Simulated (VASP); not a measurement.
Set up this calculation in VASP 6.6.1, as the native input.

| Item | Value |
| --- | --- |
| Task | single point |
| Functional | r2SCAN |
| Potentials or basis | VASP PAW PBE potentials, release 64 (Pb_d, I) |
| Cutoff | 550 eV |
| k mesh | 6 × 6 × 4 |
| Occupations | gaussian, width 0.01 eV |
| Spin | no spin polarisation |
| Dipole correction | no |
| Further INCAR settings | ALGO = Normal; EDIFF = 1e-06; NBANDS = 21 |

PbI2:

```xyz
3
Lattice="4.7406 0.0000 0.0000 -2.3703 4.1055 0.0000 0.0000 0.0000 7.0411" Properties=species:S:1:pos:R:3 pbc="T T T"
Pb    0.0000    0.0000    0.0000
I     0.0000    2.7370    1.7953
I     2.3703    1.3685    5.2458
```

This cell differs from its parent crystal: biaxial xy strain +3.8%.

The input as run:

POSCAR

```
PbI2
1.0
    4.7405933601      0.0000000000      0.0000000000
   -2.3702966801      4.1054742788      0.0000000000
    0.0000000000      0.0000000000      7.0410821077
Pb I
1 2
Direct
    0.0000000000      0.0000000000      0.0000000000
    0.3333333333      0.6666666667      0.2549731332
    0.6666666667      0.3333333333      0.7450268668
```

INCAR.step1

```
  PREC = Accurate
  ENCUT = 550
  ISMEAR = 0
  SIGMA = 0.01
  LREAL = F
  LASPH = T
  NELM = 120
  NBANDS = 21
  GGA = PE
  ALGO = Normal
  EDIFF = 1E-5
  LWAVE = T
  LCHARG = F
  GGA_COMPAT = F
```

INCAR.step2

```
  PREC = Accurate
  ENCUT = 550
  EDIFF = 1E-6
  ISMEAR = 0
  SIGMA = 0.01
  LREAL = F
  LASPH = T
  NELM = 120
  ALGO = Normal
  ISIF = 2
  LWAVE = F
  LCHARG = F
  METAGGA = R2SCAN
  LMIXTAU = T
  NBANDS = 21
  ISTART = 1
  GGA_COMPAT = F
```

KPOINTS

```
Automatic mesh
0
Gamma
  6 6 4
```

Potentials or basis: VASP PAW PBE potentials, release 64 (Pb_d, I).

The run is started by

```bash
$ cat potpaw_PBE.64/Pb_d/POTCAR potpaw_PBE.64/I/POTCAR > POTCAR
$ cp INCAR.step1 INCAR
$ mpirun -np 1 vasp_std > vasp.out
$ cp INCAR.step2 INCAR
$ mpirun -np 1 vasp_std > vasp.out
```

Results of the run:

- Pressure: -0.3 GPa
- Band gap on the k mesh: 2.55 eV (least direct gap 2.67 eV)

Caveat: the cell differs from its parent crystal (biaxial xy strain +3.8%); the PAW data sets were made with another functional, which shifts forces and pressure a little; spin-orbit coupling is left out, which moves the levels of the heavy elements.

It took 2.9 min on 1 thread of Intel(R) Xeon(R) Platinum 8559C (Emerald Rapids), on a shared host, peak memory 0.31 GiB.
